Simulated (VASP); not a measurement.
# HgTe (R3m) in VASP: further runs, part 2 of 2

VASP 6.6.1.

## (4) Electric field gradients, PBEsol (equal xy, yz and zx shear strains of +1 %)

INCAR reads:

```
SYSTEM = HgTe
ALGO = Normal
EDIFF = 1E-8
ENCUT = 520
GGA = PS
ISIF = 2
ISMEAR = -1
LASPH = .True.
LCHARG = .False.
LEFG = .True.
LREAL = .False.
LWAVE = .False.
NBANDS = 16
NELM = 100
PREC = Accurate
SIGMA = 0.05
```

KPOINTS reads:

```
k-points
0
Gamma
  9 9 9
  0 0 0
```

POSCAR reads:

```
HgTe
1.0
    0.0322350000      3.2396175000      3.2396175000
    3.2396175000      0.0322350000      3.2396175000
    3.2396175000      3.2396175000      0.0322350000
Hg Te
1 1
Direct
    0.0000000000      0.0000000000      0.0000000000
    0.7500000000      0.7500000000      0.7500000000
```

Potentials or basis: VASP PAW PBE potentials, release 64 (Hg, Te).

On the command line:

```console
$ cat potpaw_PBE.64/Hg/POTCAR potpaw_PBE.64/Te/POTCAR > POTCAR
$ mpirun -np 1 vasp_std > vasp.out
```

OUTCAR:

```text
SYSTEM = HgTe
   EDIFF = 1E-8
   ENCUT = 520
   GGA = PS
   ISIF = 2
   ISMEAR = -1
   LASPH = .True.
   LREAL = .False.
   NELM = 100
   PREC = Accurate

 ion  position               nearest neighbor table
   1  0.000  0.000  0.000-   2 2.78   2 2.78   2 2.78   2 2.82
   2  0.750  0.750  0.750-   1 2.78   1 2.78   1 2.78   1 2.82

  LATTYP: Found a trigonal (rhomboedric) cell.
 ALAT       =     4.5816244049
 COS(alpha) =     0.5099250056

  Lattice vectors:

[... 668 lines left out ...]

  FREE ENERGIE OF THE ION-ELECTRON SYSTEM (eV)
  ---------------------------------------------------
  free  energy   TOTEN  =        -4.3638928169 eV

  energy  without entropy=       -4.3634451479  energy(sigma->0) =       -4.36366898

 Electric field gradients (V/A^2)
---------------------------------------------------------------------
 ion       V_xx      V_yy      V_zz      V_xy      V_xz      V_yz
---------------------------------------------------------------------
   1      -0.000     0.000     0.000    14.105    14.105    14.105
   2      -0.000    -0.000    -0.000     1.945     1.945     1.945
---------------------------------------------------------------------

 Electric field gradients after diagonalization (V/A^2)
 (convention: |V_zz| > |V_xx| > |V_yy|)
----------------------------------------------------------------------
 ion       V_xx      V_yy      V_zz     asymmetry (V_yy - V_xx)/ V_zz
----------------------------------------------------------------------
   1     -14.105   -14.105    28.210       0.000
   2      -1.945    -1.945     3.889       0.000
----------------------------------------------------------------------

           NMR quadrupolar parameters

 Cq : quadrupolar parameter    Cq=e*Q*V_zz/h
 eta: asymmetry parameters     (V_yy - V_xx)/ V_zz
 Q  : nuclear electric quadrupole moment in mb (millibarn)
----------------------------------------------------------------------
 ion       Cq(MHz)       eta       Q (mb)
----------------------------------------------------------------------
   1       0.068       0.000       1.000
   2       0.009       0.000       1.000
----------------------------------------------------------------------
```

OSZICAR:

```text
N       E                     dE             d eps       ncg     rms          rms(c)
DAV:   1     0.104269651198E+03    0.10427E+03   -0.80059E+03  2728   0.973E+02
DAV:   2    -0.970758294841E+00   -0.10524E+03   -0.98342E+02  3160   0.227E+02
DAV:   3    -0.456889906501E+01   -0.35981E+01   -0.35887E+01  3376   0.436E+01
DAV:   4    -0.460190424391E+01   -0.33005E-01   -0.33003E-01  4000   0.379E+00
DAV:   5    -0.460197918455E+01   -0.74941E-04   -0.74941E-04  3616   0.172E-01    0.782E+00
DAV:   6    -0.437704780746E+01    0.22493E+00   -0.44181E-01  3208   0.921E+00    0.622E+00
DAV:   7    -0.436612374472E+01    0.10924E-01   -0.10140E-01  3224   0.220E+00    0.227E+00
DAV:   8    -0.436411632993E+01    0.20074E-02   -0.10774E-02  3008   0.121E+00    0.578E-01
DAV:   9    -0.436387962427E+01    0.23671E-03   -0.69806E-04  3528   0.306E-01    0.121E-01
DAV:  10    -0.436388733629E+01   -0.77120E-05   -0.76121E-05  3408   0.801E-02    0.500E-02
DAV:  11    -0.436389432635E+01   -0.69901E-05   -0.20717E-05  3400   0.370E-02    0.313E-02
DAV:  12    -0.436389293679E+01    0.13896E-05   -0.33967E-06  2904   0.160E-02    0.155E-02
DAV:  13    -0.436389292022E+01    0.16568E-07   -0.32135E-07  3576   0.314E-03    0.891E-03
DAV:  14    -0.436389282231E+01    0.97911E-07   -0.20327E-07  2928   0.480E-03    0.142E-03
DAV:  15    -0.436389281690E+01    0.54063E-08   -0.27643E-08  3544   0.112E-03
   1 F= -.43638928E+01 E0= -.43636690E+01  d E =-.447669E-03
```

stdout:

```text
POSCAR found type information on POSCAR HgTe
 POSCAR found :  2 types and       2 ions
 scaLAPACK will be used
 -----------------------------------------------------------------------------
|                                                                             |
|                                                                             |
|     You enforced a specific xc type in the INCAR file but a different       |
|     I HOPE YOU KNOW WHAT YOU ARE DOING!                                     |
|                                                                             |
 -----------------------------------------------------------------------------

 LDA part: xc-table for (Slater+PW92), standard interpolation
 POSCAR, INCAR and KPOINTS ok, starting setup
 FFT: planning ... GRIDC
 FFT: planning ... GRID_SOFT
 FFT: planning ... GRID
 WAVECAR not read
 entering main loop
ion   1

ion   2
```

It took 41 s on 1 thread of Intel Xeon 6975P-C (Granite Rapids), shared host; peak memory 0.25 GiB.

Results:

```yaml
Free_energy: -4.3639 eV
Pressure: 1.5 GPa
Largest_force: 0.099 eV/Å
Band_gap_on_the_k_mesh: zero (filled and empty bands touch)
Largest_electric_field_gradient_by_atom: Hg +28.2; Te +3.9 V/Å²
```

Forces in eV/Å, atoms in the order of the input:
```
Hg  -0.057 -0.057 -0.057
Te   0.057  0.057  0.057
```

Stress tensor (GPa, compression positive):
```
 1.47 -0.41 -0.41
-0.41  1.47 -0.41
-0.41 -0.41  1.47
```

Electric field gradients, principal values (V/Å²):
| atom | least | middle | greatest (by size) |
| --- | --- | --- | --- |
| 1 Hg | -14.105 | -14.105 | 28.210 |
| 2 Te | -1.945 | -1.945 | 3.889 |

Caveat: the cell differs from its parent crystal (equal xy, yz and zx shear strains of +1 %); semilocal functionals underestimate gaps, so a narrow gap can read as zero; without QUAD_EFG the Cq values of the log hold for a quadrupole moment of 1 mb, not for the nuclei; the PAW data sets were made with another functional, which shifts forces and pressure a little; spin-orbit coupling is left out, which moves the levels of the heavy elements.

## (5) Electric field gradients, PBEsol (equal xy, yz and zx shear strains of +2 %)

INCAR reads:

```
SYSTEM = HgTe
  PREC = Accurate
  ENCUT = 520
  EDIFF = 1E-8
  ISMEAR = -1
  SIGMA = 0.05
  LREAL = .FALSE.
  LASPH = .TRUE.
  NELM = 80
  ALGO = Normal
  ISIF = 2
  LWAVE = .FALSE.
  LCHARG = .FALSE.
  GGA = PS
  LEFG = .TRUE.
  NBANDS = 16
```

KPOINTS reads:

```
Automatic mesh
0
G
  9 9 9
  0 0 0
```

POSCAR reads:

```
HgTe
1.0
    0.0644700000      3.2557350000      3.2557350000
    3.2557350000      0.0644700000      3.2557350000
    3.2557350000      3.2557350000      0.0644700000
Hg Te
1 1
Direct
    0.0000000000      0.0000000000      0.0000000000
    0.7500000000      0.7500000000      0.7500000000
```

Potentials or basis: VASP PAW PBE potentials, release 64 (Hg, Te).

On the command line:

```console
$ cat potpaw_PBE.64/Hg/POTCAR potpaw_PBE.64/Te/POTCAR > POTCAR
$ mpirun -np 1 vasp_std > vasp.out
```

OUTCAR:

```text
SYSTEM = HgTe
   PREC = Accurate
   ENCUT = 520
   EDIFF = 1E-8
   ISMEAR = -1
   LREAL = .FALSE.
   LASPH = .TRUE.
   NELM = 80
   ISIF = 2
   GGA = PS

 ion  position               nearest neighbor table
   1  0.000  0.000  0.000-   2 2.77   2 2.77   2 2.77   2 2.85
   2  0.750  0.750  0.750-   1 2.77   1 2.77   1 2.77   1 2.85

  LATTYP: Found a trigonal (rhomboedric) cell.
 ALAT       =     4.6047559285
 COS(alpha) =     0.5197000882

  Lattice vectors:

 A1 = (   0.0644700000,   3.2557350000,   3.2557350000)
 A2 = (   3.2557350000,   0.0644700000,   3.2557350000)
 A3 = (   3.2557350000,   3.2557350000,   0.0644700000)

Analysis of symmetry for initial positions (statically):
=====================================================================
 Subroutine PRICEL returns:
 Original cell was already a primitive cell.

 Routine SETGRP: Setting up the symmetry group for a
 trigonal (rhombohedral) supercell.

 Subroutine GETGRP returns: Found  6 space group operations
 (whereof  6 operations were pure point group operations)
 out of a pool of 12 trial point group operations.

The static configuration has the point symmetry C_3v.

Analysis of symmetry for dynamics (positions and initial velocities):
=====================================================================
 Subroutine PRICEL returns:
 Original cell was already a primitive cell.

 Routine SETGRP: Setting up the symmetry group for a
 trigonal (rhombohedral) supercell.

 Subroutine GETGRP returns: Found  6 space group operations
 (whereof  6 operations were pure point group operations)
 out of a pool of 12 trial point group operations.

[... 157 lines left out ...]
      2      -4.3734      2.00000
      3      -4.3734      2.00000
      4      -4.3277      2.00000
      5      -3.8115      2.00000
      6      -3.8115      2.00000
[... 433 lines left out ...]
      3      -4.0469      2.00000
      4      -3.9912      2.00000
      5      -3.7498      2.00000
      6      -3.4664      2.00000
[... 8 lines left out ...]
     15      13.2898      0.00000
     16      14.6914      0.00000

 [... further k-points ...]

------------------------ aborting loop because EDIFF is reached ----------------------------------------

  FORCE on cell =-STRESS in cart. coord.  units (eV):
  Direction    XX          YY          ZZ          XY          YZ          ZX
  --------------------------------------------------------------------------------------
  -------------------------------------------------------------------------------------
  Total        0.6447900      0.6447900      0.6447900     -0.3368722     -0.3368722     -0.3368722
  in kB       15.4257150     15.4257150     15.4257150     -8.0592052     -8.0592052     -8.0592052
  external PRESSURE =      15.4257150 kB  Pullay stress =       0.0000000 kB

 VOLUME and BASIS-vectors are now :
 -----------------------------------------------------------------------------
  energy-cutoff  :      520.00
  volume of cell :       66.97
      direct lattice vectors                 reciprocal lattice vectors
     0.064470000  3.255735000  3.255735000    -0.158213737  0.155141625  0.155141625
     3.255735000  0.064470000  3.255735000     0.155141625 -0.158213737  0.155141625
     3.255735000  3.255735000  0.064470000     0.155141625  0.155141625 -0.158213737

 POSITION                                       TOTAL-FORCE (eV/Angst)
 -----------------------------------------------------------------------------------
      0.00000      0.00000      0.00000        -0.107506     -0.107506     -0.107506
      4.93196      4.93196      4.93196         0.107506      0.107506      0.107506
 -----------------------------------------------------------------------------------
    total drift:                                0.000269      0.000269      0.000269

  FREE ENERGIE OF THE ION-ELECTRON SYSTEM (eV)
  ---------------------------------------------------
  free  energy   TOTEN  =        -4.3561658687 eV

  energy  without entropy=       -4.3557350201  energy(sigma->0) =       -4.35595044

 Electric field gradients (V/A^2)
---------------------------------------------------------------------
 ion       V_xx      V_yy      V_zz      V_xy      V_xz      V_yz
---------------------------------------------------------------------
   1      -0.000     0.000     0.000    28.134    28.134    28.134
   2       0.000     0.000    -0.000     4.306     4.306     4.306
---------------------------------------------------------------------

 Electric field gradients after diagonalization (V/A^2)
 (convention: |V_zz| > |V_xx| > |V_yy|)
----------------------------------------------------------------------
 ion       V_xx      V_yy      V_zz     asymmetry (V_yy - V_xx)/ V_zz
----------------------------------------------------------------------
   1     -28.134   -28.134    56.267       0.000
   2      -4.306    -4.306     8.613       0.000
----------------------------------------------------------------------

           NMR quadrupolar parameters

 Cq : quadrupolar parameter    Cq=e*Q*V_zz/h
 eta: asymmetry parameters     (V_yy - V_xx)/ V_zz
 Q  : nuclear electric quadrupole moment in mb (millibarn)
----------------------------------------------------------------------
 ion       Cq(MHz)       eta       Q (mb)
----------------------------------------------------------------------
   1       0.136       0.000       1.000
   2       0.021       0.000       1.000
----------------------------------------------------------------------
```

OSZICAR:

```text
N       E                     dE             d eps       ncg     rms          rms(c)
DAV:   1     0.104115310704E+03    0.10412E+03   -0.81266E+03  2744   0.977E+02
DAV:   2    -0.950115252314E+00   -0.10507E+03   -0.98089E+02  3104   0.226E+02
DAV:   3    -0.456155647896E+01   -0.36114E+01   -0.36019E+01  3320   0.437E+01
DAV:   4    -0.459484613058E+01   -0.33290E-01   -0.33287E-01  3992   0.378E+00
DAV:   5    -0.459495874996E+01   -0.11262E-03   -0.11262E-03  3504   0.191E-01    0.784E+00
DAV:   6    -0.436936182572E+01    0.22560E+00   -0.44292E-01  3168   0.922E+00    0.624E+00
DAV:   7    -0.435839458136E+01    0.10967E-01   -0.10229E-01  3184   0.221E+00    0.226E+00
DAV:   8    -0.435638840286E+01    0.20062E-02   -0.10917E-02  3008   0.121E+00    0.578E-01
DAV:   9    -0.435615289904E+01    0.23550E-03   -0.70481E-04  3616   0.307E-01    0.123E-01
DAV:  10    -0.435616042111E+01   -0.75221E-05   -0.76489E-05  3312   0.804E-02    0.501E-02
DAV:  11    -0.435616743921E+01   -0.70181E-05   -0.21140E-05  3432   0.377E-02    0.319E-02
DAV:  12    -0.435616599313E+01    0.14461E-05   -0.34606E-06  2920   0.163E-02    0.157E-02
DAV:  13    -0.435616597682E+01    0.16309E-07   -0.32805E-07  3568   0.314E-03    0.909E-03
DAV:  14    -0.435616587570E+01    0.10113E-06   -0.20817E-07  2872   0.485E-03    0.142E-03
DAV:  15    -0.435616586867E+01    0.70333E-08   -0.28656E-08  3520   0.113E-03
   1 F= -.43561659E+01 E0= -.43559504E+01  d E =-.430849E-03
```

Wall time 2.1 min (1 thread of Intel Xeon 8259CL, shared host); peak memory 0.26 GiB.

What came out:

- Free energy: -4.3562 eV
- Pressure: 1.5 GPa
- Largest force: 0.186 eV/Å
- Band gap on the k mesh: zero (filled and empty bands touch)
- Largest electric field gradient by atom: Hg +56.3; Te +8.6 V/Å²

Forces on the atoms (eV/Å):
```
Hg  -0.108 -0.108 -0.108
Te   0.108  0.108  0.108
```

Stress tensor (GPa, compression positive):
```
 1.54 -0.81 -0.81
-0.81  1.54 -0.81
-0.81 -0.81  1.54
```

Electric field gradients, principal values (V/Å²):
```tsv
atom	least	middle	greatest (by size)
1 Hg	-28.134	-28.134	56.267
2 Te	-4.306	-4.306	8.613
```

Caveat: the cell differs from its parent crystal (equal xy, yz and zx shear strains of +2 %); semilocal functionals underestimate gaps, so a narrow gap can read as zero; without QUAD_EFG the Cq values of the log hold for a quadrupole moment of 1 mb, not for the nuclei; the PAW data sets were made with another functional, which shifts forces and pressure a little; spin-orbit coupling is left out, which moves the levels of the heavy elements.

## (6) Overview

```csv
cell,gap on the mesh (eV),pressure (GPa),largest force (eV/Å)
"a = 4.536 Å, angles 60.7°, 2 atoms",-,1.5,0.11
"a = 4.582 Å, angles 59.3°, 2 atoms",none,1.5,0.10
"a = 4.605 Å, angles 58.7°, 2 atoms",none,1.5,0.19
```

Alike in all rows: task electric field gradients; level PBEsol; potentials or basis VASP PAW PBE potentials, release 64 (Hg, Te); no spin polarisation; k mesh 9 × 9 × 9; cutoff (eV) 520; smearing fermi-dirac 0.05 eV.

Caveats: the PAW data sets were made with another functional, which shifts forces and pressure a little; spin-orbit coupling is left out, which moves the levels of the heavy elements; semilocal functionals underestimate gaps, so a narrow gap can read as zero (at least some runs).

Total energies depend on the potentials used, so only differences within one code and one set of settings carry meaning.
